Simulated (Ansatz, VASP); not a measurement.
# Al: VASP beside Ansatz

Contents of INCAR:

```
ALGO = Fast
EDIFF = 1E-6
ENCUT = 520
GGA = PS
ISIF = 2
ISMEAR = 0
IVDW = 12
LASPH = True
LCHARG = False
LREAL = False
LWAVE = False
NBANDS = 8
NELM = 100
PREC = Accurate
SIGMA = 0.15
```

The input KPOINTS:

```
k-points
0
Gamma
  26 26 26
```

File POSCAR:

```
Al
1.0
    0.0148595821      1.9812776140      1.9812776140
    1.9812776140      0.0148595821      1.9812776140
    1.9961371961      1.9961371961      0.0000000000
Al
1
Direct
    0.0000000000      0.0000000000      0.0000000000
```

Input for Ansatz:

```yaml
crystal:
  lattice:
    - [0.0148595821, 1.981277614, 1.981277614]
    - [1.981277614, 0.0148595821, 1.981277614]
    - [1.9961371961, 1.9961371961, 0.0]
  atoms:
    - { symbol: Al, position: [0.0, 0.0, 0.0] }
basis:
  ecutwfc: 420
kpoints:
  mp_grid: { grid: [26, 26, 26] }
hamiltonian:
  xc: pbesol
  dispersion: d3bj
scf:
  occupations: { method: gaussian, width: 0.15 }
output:
  forces: true
  stress: true
  eigenvalues: true
```

Change from the starting cell: strain +0.0150 x Voigt [0, 0, 0, 0, 0, 1], atoms carried along.

Alike in both runs: task single point; functional PBEsol; dispersion D3(BJ); k mesh 26 × 26 × 26; occupations gaussian, width 0.15 eV; no spin polarisation.

|  | VASP | Ansatz |
| --- | --- | --- |
| version | VASP 6.6.1 | Ansatz 0.2.0 |
| potentials or method | VASP PAW PBE potentials, release 64 (Al), cutoff 520 eV | scalar-relativistic, plane waves, PAW |
| valence electrons in the cell | 3 | 3 |

```csv
,VASP,Ansatz,Ansatz less VASP
gap on the k mesh at the Fermi level (eV),none,none,-
pressure (GPa),0.1,0.1,-0.08
"traceless stress, the component that is largest in VASP (GPa)",-0.82,-0.82,+0.007
```

VASP's potentials were made for PBE, not for PBEsol. A gap of «none» marks a metal or a gap that the smearing closes.
